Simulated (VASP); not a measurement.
## Ti12S: single point with PBE

Ti12S, a slab with vacuum:

```
Ti S
1.0
     5.81509    0.00000    0.00000
     0.00000    5.81509    0.00000
     0.00000    0.00000   19.30598
Ti S
12 1
Cartesian
  1.4538 1.4538 4.0000
  1.4538 4.3613 4.0000
  4.3613 1.4538 4.0000
  4.3613 4.3613 4.0000
  0.0000 0.0000 5.9030
  0.0000 2.9075 5.9030
  2.9075 0.0000 5.9030
  2.9075 2.9075 5.9030
  1.4538 1.4538 7.8060
  1.4538 4.3613 7.8060
  4.3613 1.4538 7.8060
  4.3613 4.3613 7.8060
  1.4538 1.4538 9.9863
```

* Program: VASP 6.6.1
* Task: single point
* Functional: PBE
* Potentials or basis: VASP PAW PBE potentials, release 64 (Ti_sv, S)
* Cutoff: 520 eV
* k mesh: 5 × 5 × 1
* Occupations: gaussian, width 0.1 eV
* Spin: no spin polarisation
* Dipole correction: yes
* Further INCAR settings: ALGO = Normal; EDIFF = 1e-06; NBANDS = 87

```json
{
 "Largest force": "0.451 eV/Å",
 "Band gap on the k mesh": "zero (band 75 reaches 0.13 eV, above the bottom of band 76 at -0.08 eV)"
}
```

Forces in eV/Å, atoms in the order of the input:
```
Ti   0.000  0.000 -0.089
Ti   0.000  0.000  0.028
Ti   0.000  0.000  0.028
Ti   0.000  0.000  0.207
Ti  -0.110 -0.110 -0.266
Ti  -0.110  0.110 -0.266
Ti   0.110 -0.110 -0.266
Ti   0.110  0.110 -0.266
Ti   0.000  0.000  0.197
Ti   0.000  0.000  0.451
Ti   0.000  0.000  0.451
Ti   0.000  0.000 -0.205
S    0.000  0.000 -0.004
```

Levels at points of the mesh, in eV from the Fermi level:
```tsv
k point	band 71	band 72	band 73	band 74	band 75	band 76	band 77	band 78
(0.00, 0.00, 0.00)	-0.15	-0.15	-0.02	-0.01	0.03	0.34	0.34	0.64
```

Wall time 20 min on 1 thread of Intel(R) Xeon(R) Platinum 8488C (Sapphire Rapids) (shared host), peak memory 0.74 GiB.
